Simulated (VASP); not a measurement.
# Mg2CuSi3 (P1) in VASP: single point with PBE

Aim: the single point of Mg2CuSi3 with PBE.

All numbers are computed with VASP 6.6.1; they aren't measurements. Logs are shortened: lines on timing, memory, paths and dates and some standing lists are left out, and cuts for length are marked.

## Step 1: The cell of the first run

The typed cell holds 6 atoms: a = 4.940 Å, b = 4.940 Å, c = 4.940 Å, α = 65.38°, β = 65.38°, γ = 65.38°.

## Step 2: Single point, PBE (atoms moved at random)

Contents of INCAR:

```
SYSTEM = Mg2CuSi3
ALGO = Normal
EDIFF = 1E-6
ENCUT = 520
GGA = PE
ISIF = 2
ISMEAR = -1
LASPH = .TRUE.
LCHARG = .FALSE.
LREAL = .FALSE.
LWAVE = .FALSE.
NBANDS = 22
NELM = 60
PREC = Accurate
SIGMA = 0.05
```

Contents of KPOINTS:

```
k-points
0
G
  6 6 6
  0 0 0
```

Contents of POSCAR:

```
Mg2CuSi3
1.0
    2.6680118973      1.5403773871      3.8613185812
   -2.6680118973      1.5403773871      3.8613185812
    0.0000000000     -3.0807547742      3.8613185812
Cu Si Mg
1 3 2
Direct
    0.0019440000      0.0003390000     -0.0082720000
    0.0047260000     -0.0005160000      0.4972380000
    0.4894070000     -0.0014780000      0.0029170000
    0.0167900000      0.5101410000     -0.0137720000
    0.3684540000      0.3799870000      0.3674080000
    0.6306250000      0.6140450000      0.6324920000
```

Potentials or basis: VASP PAW PBE potentials, release 64 (Cu, Si, Mg).

The run is started by

```console
$ cat potpaw_PBE.64/Cu/POTCAR potpaw_PBE.64/Si/POTCAR potpaw_PBE.64/Mg/POTCAR > POTCAR
$ mpirun -np 1 vasp_std > vasp.out
```

OUTCAR:

```text
SYSTEM = Mg2CuSi3
   EDIFF = 1E-6
   ENCUT = 520
   GGA = PE
   ISIF = 2
   ISMEAR = -1
   LASPH = .TRUE.
   LREAL = .FALSE.
   NELM = 60
   PREC = Accurate

 ion  position               nearest neighbor table
   1  0.002  0.000  0.992-   4 2.40   3 2.43   2 2.44   2 2.50   3 2.51   4 2.54   6 3.05   5 3.09
                             5 3.11   6 3.12   5 3.15   6 3.17
   2  0.005  0.999  0.497-   1 2.44   1 2.50   4 2.61   3 2.61   3 2.72   4 2.73   5 2.83   6 2.89
                             6 3.01   5 3.02   6 3.06   5 3.09
   3  0.489  0.999  0.003-   1 2.43   1 2.51   2 2.61   4 2.63   4 2.71   2 2.72   5 2.85   6 2.86
                             5 3.00   6 3.02   5 3.08   6 3.09
   4  0.017  0.510  0.986-   1 2.40   1 2.54   2 2.61   3 2.63   3 2.71   2 2.73   5 2.79   6 2.86
                             6 2.94   5 3.01   6 3.09   5 3.15
   5  0.368  0.380  0.367-   4 2.79   2 2.83   3 2.85   6 2.94   3 3.00   4 3.01   2 3.02   3 3.08
                             1 3.09   2 3.09   1 3.11   4 3.15   1 3.15   6 3.17   6 3.18   6 3.30
   6  0.631  0.614  0.632-   4 2.86   3 2.86   2 2.89   4 2.94   5 2.94   2 3.01   3 3.02   1 3.05
                             2 3.06   3 3.09   4 3.09   1 3.12   5 3.17   1 3.17   5 3.18   5 3.30

  LATTYP: Found a trigonal (rhomboedric) cell.
 ALAT       =     4.9397197455
 COS(alpha) =     0.4165536874

  Lattice vectors:

 A1 = (   2.6680118973,   1.5403773871,   3.8613185812)
 A2 = (  -2.6680118973,   1.5403773871,   3.8613185812)
 A3 = (   0.0000000000,  -3.0807547742,   3.8613185812)

Analysis of symmetry for initial positions (statically):
=====================================================================
 Subroutine PRICEL returns:
 Original cell was already a primitive cell.

 Routine SETGRP: Setting up the symmetry group for a
 trigonal (rhombohedral) supercell.

 Subroutine GETGRP returns: Found  1 space group operations
 (whereof  1 operations were pure point group operations)
 out of a pool of 12 trial point group operations.

The static configuration has the point symmetry C_1 .

Analysis of symmetry for dynamics (positions and initial velocities):
=====================================================================
 Subroutine PRICEL returns:
 Original cell was already a primitive cell.

 Routine SETGRP: Setting up the symmetry group for a
 trigonal (rhombohedral) supercell.

 Subroutine GETGRP returns: Found  1 space group operations
 (whereof  1 operations were pure point group operations)
 out of a pool of 12 trial point group operations.

The dynamic configuration has the point symmetry C_1 .

 Subroutine INISYM returns: Found  1 space group operations
 (whereof  1 operations are pure point group operations),
 and found     1 'primitive' translations

----------------------------------------------------------------------------------------

                                     Primitive cell

  volume of cell :      95.2142

  direct lattice vectors                    reciprocal lattice vectors
     2.668011897  1.540377387  3.861318581     0.187405461  0.108198593  0.086326297
    -2.668011897  1.540377387  3.861318581    -0.187405461  0.108198593  0.086326297
     0.000000000 -3.080754774  3.861318581     0.000000000 -0.216397187  0.086326297

  length of vectors
     4.939719746  4.939719746  4.939719746     0.232980626  0.232980626  0.232980626

  position of ions in fractional coordinates (direct lattice)
     0.001944000  0.000339000  0.991728000
     0.004726000  0.999484000  0.497238000
     0.489407000  0.998522000  0.002917000
     0.016790000  0.510141000  0.986228000
     0.368454000  0.379987000  0.367408000
     0.630625000  0.614045000  0.632492000

  ion indices of the primitive-cell ions
   primitive index   ion index
                 1           1
                 2           2
                 3           3
                 4           4
                 5           5
                 6           6

----------------------------------------------------------------------------------------

 KPOINTS: k-points

Automatic generation of k-mesh.
 Grid dimensions read from file:
 generate k-points for:    6    6    6

 Generating k-lattice:

  Cartesian coordinates                     Fractional coordinates (reciprocal lattice)
     0.031234244  0.018033099  0.014387716     0.166666667 -0.000000000  0.000000000
    -0.031234244  0.018033099  0.014387716    -0.000000000  0.166666667  0.000000000
     0.000000000 -0.036066198  0.014387716     0.000000000  0.000000000  0.166666667

  Length of vectors
     0.038830104  0.038830104  0.038830104

  Shift w.r.t. Gamma in fractional coordinates (k-lattice)
     0.000000000  0.000000000  0.000000000

 Subroutine IBZKPT returns following result:
 ===========================================

 Found    112 irreducible k-points:

 Following reciprocal coordinates:
            Coordinates               Weight
  0.000000  0.000000  0.000000      1.000000
  0.166667  0.000000  0.000000      2.000000
  0.000000  0.166667  0.000000      2.000000
  0.000000  0.000000  0.166667      2.000000
  0.333333  0.000000  0.000000      2.000000
  0.000000  0.333333  0.000000      2.000000
[... 16 lines left out ...]
 -0.166667  0.500000  0.000000      2.000000
  0.166667  0.000000  0.500000      2.000000
 [... further k-points ...]
   k-points           NKPTS =    112   k-points in BZ     NKDIM =    112   number of bands    NBANDS=     22
   number of dos      NEDOS =    301   number of ions     NIONS =      6
   total plane-waves  NPLWV =  64000
   dimension x,y,z NGX =    40 NGY =   40 NGZ =   40
   dimension x,y,z NGXF=    80 NGYF=   80 NGZF=   80
   ions per type =               1   3   2
   NGX,Y,Z   is equivalent  to a cutoff of  13.46, 13.46, 13.46 a.u.
   NGXF,Y,Z  is equivalent  to a cutoff of  26.92, 26.92, 26.92 a.u.
 SYSTEM =  Mg2CuSi3
   PREC   = accura    normal or accurate (medium, high low for compatibility)
   ISTART =      0    job   : 0-new  1-cont  2-samecut
   ICHARG =      2    charge: 1-file 2-atom 10-const
   ISPIN  =      1    spin polarized calculation?
   LNONCOLLINEAR =      F non collinear calculations
   LSORBIT =      F    spin-orbit coupling
   LASPH  =      T    aspherical Exc in radial PAW
   ENCUT  =  520.0 eV  38.22 Ry    6.18 a.u.   9.18  9.18  9.18*2*pi/ulx,y,z
   NELM   =     60;   NELMIN=  2; NELMDL= -5     # of ELM steps
   EDIFF  = 0.1E-05   stopping-criterion for ELM
   LREAL  =      F    real-space projection
   EDIFFG = 0.1E-04   stopping-criterion for IOM
   NSW    =      0    number of steps for IOM
   IBRION =     -1    ionic relax: 0-MD 1-quasi-New 2-CG
   NFREE  =      0    steps in history (QN), initial steepest desc. (CG)
   ISIF   =      2    stress and relaxation
   ISYM   =      2    0-nonsym 1-usesym 2-fastsym
   POTIM  = 0.5000    time-step for ionic-motion
   TEBEG  =    0.0;   TEEND  =   0.0 temperature during run
   PSTRESS=    0.0 pullay stress
   NELECT =      27.0000    total number of electrons
   NUPDOWN=      -1.0000    fix difference up-down
   EMIN   =  10.00;   EMAX   =-10.00  energy-range for DOS
   EFERMI =   0.00;   METHOD = LEGACY
   ISMEAR =    -1;   SIGMA  =   0.05  broadening in eV -4-tet -1-fermi 0-gaus
   EFERMI_NEDOS =   21; number of points for ismear=-14 and -15
   IALGO  =     38    algorithm
   IMIX   =      4    mixing-type and parameters
     AMIX     =   0.40;   BMIX     =  1.00
     AMIX_MAG =   1.60;   BMIX_MAG =  1.00
  volume/ion in A,a.u.               =      15.87       107.09
  Fermi-wavevector in a.u.,A,eV,Ry     =   1.075546  2.032486 15.739197  1.156798
  Thomas-Fermi vector in A             =   2.211405
   LORBIT       =      0    0 simple, 1 ext, 2 COOP (PROOUT), +10 PAW based schemes
   GGA     = PE    functional components
   LHFCALC =     F    Hartree Fock is set to
   AEXX    =    0.0000 exact exchange contribution
   IVDW    =     0    specifies the selected vdW correction
   LEPSILON=     F    determine dielectric tensor
   LRPA    =     F    only Hartree local field effects (RPA)
 non-spin polarized calculation
  energy-cutoff  :      520.00
  volume of cell :       95.21
 maximum number of plane-waves:      2580
 NGX is ok and might be reduce to    40
   NGX = 19   NGY = 19   NGZ = 19

 number of electron      27.0000001 magnetization

 Free energy of the ion-electron system (eV)
  ---------------------------------------------------
  ext. energy  EPLUGINS =         0.00000000
  ---------------------------------------------------
  free energy    TOTEN  =       -22.67625835 eV

  energy without entropy =      -22.65630610  energy(sigma->0) =      -22.66628223

 E-fermi :   7.2309     XC(G=0): -10.4270

 val. band max:        7.2236664065   @ k =   0.5000   0.1667   0.0000
 cond. band min:       7.2314133135   @ k =   0.0000  -0.1667   0.5000
 fundamental gap:      0.0077469070
 Fermi energy:         7.2309093922

 k-point     1 :       0.0000    0.0000    0.0000
  band No.  band energies     occupation
      1      -5.1305      2.00000
      2       0.8118      2.00000
      3       0.8702      2.00000
      4       1.2998      2.00000
      5       2.5877      2.00000
      6       3.0748      2.00000
[... 14 lines left out ...]
     21      13.4129      0.00000
     22      14.2258      0.00000

 k-point     2 :       0.1667    0.0000    0.0000
  band No.  band energies     occupation
      1      -4.9371      2.00000
      2      -0.3267      2.00000
      3       0.7418      2.00000
      4       1.9630      2.00000
      5       2.3875      2.00000
      6       2.9238      2.00000
[... 14 lines left out ...]
     21      12.2718      0.00000
     22      12.3728      0.00000
[... 523 lines left out ...]
     21      12.5995      0.00000
     22      12.9162      0.00000

 k-point    24 :       0.1667    0.0000    0.5000
  band No.  band energies     occupation
      1      -3.7733      2.00000
      2      -2.4414      2.00000
      3      -0.1007      2.00000
      4       2.0205      2.00000
      5       2.4442      2.00000
      6       2.6334      2.00000
[... 14 lines left out ...]
     21      12.6551      0.00000
     22      12.9179      0.00000

 [... further k-points ...]

------------------------ aborting loop because EDIFF is reached ----------------------------------------

  FORCE on cell =-STRESS in cart. coord.  units (eV):
  Direction    XX          YY          ZZ          XY          YZ          ZX
  --------------------------------------------------------------------------------------
  -------------------------------------------------------------------------------------
  Total       -0.4286327     -0.2279918      1.3903946     -0.0160722     -0.0242478      0.0776389
  in kB       -7.2126380     -3.8364362     23.3962834     -0.2704483     -0.4080203      1.3064353
  external PRESSURE =       4.1157364 kB  Pullay stress =       0.0000000 kB

 VOLUME and BASIS-vectors are now :
 -----------------------------------------------------------------------------
  energy-cutoff  :      520.00
  volume of cell :       95.21
      direct lattice vectors                 reciprocal lattice vectors
     2.668011897  1.540377387  3.861318581     0.187405461  0.108198593  0.086326297
    -2.668011897  1.540377387  3.861318581    -0.187405461  0.108198593  0.086326297
     0.000000000 -3.080754774  3.861318581     0.000000000 -0.216397187  0.086326297

 POSITION                                       TOTAL-FORCE (eV/Angst)
 -----------------------------------------------------------------------------------
      0.00428     -3.05175      3.83819        -0.261770     -0.067097      0.205806
     -2.65403      0.01499      5.79757        -0.049266      0.022042     -0.195032
     -1.35832      2.28299      5.75663         0.120976      0.046998      0.262750
     -1.31627     -2.22665      5.84279         0.027018     -0.122546     -0.471032
     -0.03077      0.02099      4.30865         0.193019     -0.036765      0.159960
      0.04424     -0.03129      7.24832        -0.029977      0.157368      0.037548
 -----------------------------------------------------------------------------------
    total drift:                               -0.000063      0.000182      0.000207

  FREE ENERGIE OF THE ION-ELECTRON SYSTEM (eV)
  ---------------------------------------------------
  free  energy   TOTEN  =       -22.6762583503 eV

  energy  without entropy=      -22.6563061011  energy(sigma->0) =      -22.66628223
```

Wall time 4 min (1 thread of Intel Xeon Platinum 8259CL at 2.50GHz (Skylake/Cascade Lake), shared host); peak memory 0.41 GiB.

What came out:

| Quantity | Value |
| --- | --- |
| Free energy | -22.6763 eV |
| Pressure | 0.4 GPa |
| Largest force | 0.487 eV/Å |
| Band gap on the k mesh | zero (an odd number of electrons rules out a gap without spin polarisation) |

Forces on the atoms (eV/Å):
```
Cu  -0.262 -0.067  0.206
Si  -0.049  0.022 -0.195
Si   0.121  0.047  0.263
Si   0.027 -0.123 -0.471
Mg   0.193 -0.037  0.160
Mg  -0.030  0.157  0.038
```

Stress tensor (GPa, compression positive):
```
-0.72 -0.03  0.13
-0.03 -0.38 -0.04
 0.13 -0.04  2.34
```

Levels at points of the mesh, in eV from the Fermi level:
```
           k point  band 12  band 13  band 14  band 15  band 16  band 17
(0.00, 0.00, 0.00)    -2.88    -1.38    -1.26    -1.07    -0.34     1.05
(0.50, 0.00, 0.00)    -2.79    -0.48    -0.09     0.40     0.67     0.84
(0.00, 0.50, 0.00)    -2.70    -0.54     0.02     0.38     0.66     0.84
(0.00, 0.00, 0.50)    -2.70    -0.49    -0.11     0.40     0.66     0.83
(0.50, 0.50, 0.00)    -0.05     0.36     0.56     1.11     2.30     2.94
(0.50, 0.00, 0.50)    -0.10     0.38     0.57     1.09     2.35     2.98
(0.00, 0.50, 0.50)     0.03     0.26     0.62     1.10     2.29     2.94
(0.50, 0.50, 0.50)    -2.87    -1.62     1.65     1.67     2.16     2.86
```

Caveat: the cell differs from its parent crystal (atoms moved at random).
